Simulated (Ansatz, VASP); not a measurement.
# ZnS in VASP and in Ansatz

The input INCAR:

```
  PREC = Accurate
  ENCUT = 520
  EDIFF = 1E-6
  ISMEAR = 0
  SIGMA = 0.05
  LREAL = F
  LASPH = T
  NELM = 100
  ALGO = Normal
  ISIF = 2
  LWAVE = F
  LCHARG = F
  GGA = PE
  NBANDS = 26
```

Contents of KPOINTS:

```
regular mesh
0
Gamma
  9 9 6
```

File POSCAR:

```
ZnS
1.0
    3.4682332922      0.0000000000      0.0000000000
   -1.7341166461      3.0035781373      0.0000000000
    0.0000000000      0.0000000000      6.8199339457
Zn S
2 2
Direct
    0.3333333333      0.6666666667      0.0052003725
    0.6666666667      0.3333333333      0.5052003725
    0.3333333333      0.6666666667      0.3797996275
    0.6666666667      0.3333333333      0.8797996275
```

Input for Ansatz:

```yaml
crystal:
  lattice:
    - [3.4682332922, 0.0, 0.0]
    - [-1.7341166461, 3.0035781373, 0.0]
    - [0.0, 0.0, 6.8199339457]
  atoms:
    - { symbol: Zn, position: [0.3333333333, 0.6666666667, 0.0052003725] }
    - { symbol: Zn, position: [0.6666666667, 0.3333333333, 0.5052003725] }
    - { symbol: S, position: [0.3333333333, 0.6666666667, 0.3797996275] }
    - { symbol: S, position: [0.6666666667, 0.3333333333, 0.8797996275] }
basis:
  ecutwfc: 520.0
kpoints:
  mp_grid: { grid: [9, 9, 6] }
hamiltonian:
  xc: pbe
scf:
  occupations: { method: gaussian, width: 0.05 }
output:
  forces: true
  stress: true
  eigenvalues: true
```

Alike in both runs: task single point; functional PBE; k mesh 9 × 9 × 6; occupations gaussian, width 0.05 eV; no spin polarisation.

|  | VASP | Ansatz |
| --- | --- | --- |
| version | VASP 6.6.1 | Ansatz 0.2.0 |
| potentials or method | VASP PAW PBE potentials, release 64 (Zn, S), cutoff 520 eV | scalar-relativistic, plane waves, PAW |
| valence electrons in the cell | 36 | 36 |

VASP gave:

| Property | Result |
| --- | --- |
| gap on the k mesh at the Fermi level (eV) | 1.36 |
| least direct gap on the mesh (eV) | 1.36 |
| pressure (GPa) | 16.5 |
| traceless stress, the component that is largest in VASP (GPa) | -19.53 |
| rms of the force components (eV/Å) | 0.760 |

Task: Which values does Ansatz return?

Result: gap on the k mesh at the Fermi level (eV): 1.36; least direct gap on the mesh (eV): 1.36; pressure (GPa): 16.3; traceless stress, the component that is largest in VASP (GPa): -19.47; rms of the force components (eV/Å): 0.750.

Atom by atom the forces differ by 0.009 eV/Å (rms over components).
